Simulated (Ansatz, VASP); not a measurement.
One calculation of WSe2, two programs

```
CELL_PARAMETERS angstrom
3.24724 0.00000 0.00000
-1.62362 2.81219 0.00000
0.00000 0.00000 30.52000
ATOMIC_POSITIONS crystal
Se 0.66667 0.33333 0.22985
Se 0.66667 0.33333 0.33895
W 0.33333 0.66667 0.28440
```

Alike in both runs: functional LDA; k mesh 12 × 12 × 1; occupations gaussian, width 0.03 eV; no spin polarisation.

Ansatz relaxed the structure, and its values are those at the end. VASP's run is a single point on that final structure, the one shown.

```csv
,VASP,Ansatz
version,VASP 6.6.1,Ansatz 0.2.0
potentials or method,"VASP PAW LDA potentials, release 64 (Se, W_sv), cutoff 400 eV","scalar-relativistic, plane waves, PAW"
valence electrons in the cell,26,46
```

```tsv
	VASP	Ansatz	Ansatz less VASP
gap on the k mesh at the Fermi level (eV)	1.70	1.69	-0.006
least direct gap on the mesh (eV)	1.75	1.75	-0.003
rms of the force components (eV/Å)	0.049	0.000	-0.0493
```

Ansatz warns that its potentials were made for another functional, while VASP's fit it. LDA's correlation is that of Perdew and Zunger in VASP and of Perdew and Wang (1992) in Ansatz. VASP's potentials hold 26 valence electrons a cell and Ansatz's 46, so a difference there can come from the potentials and not from the codes. Ansatz's warnings: slab cell height set, structure snapped to symmetry, xc potential rough in thin density.

Neither program's run includes spin-orbit coupling.
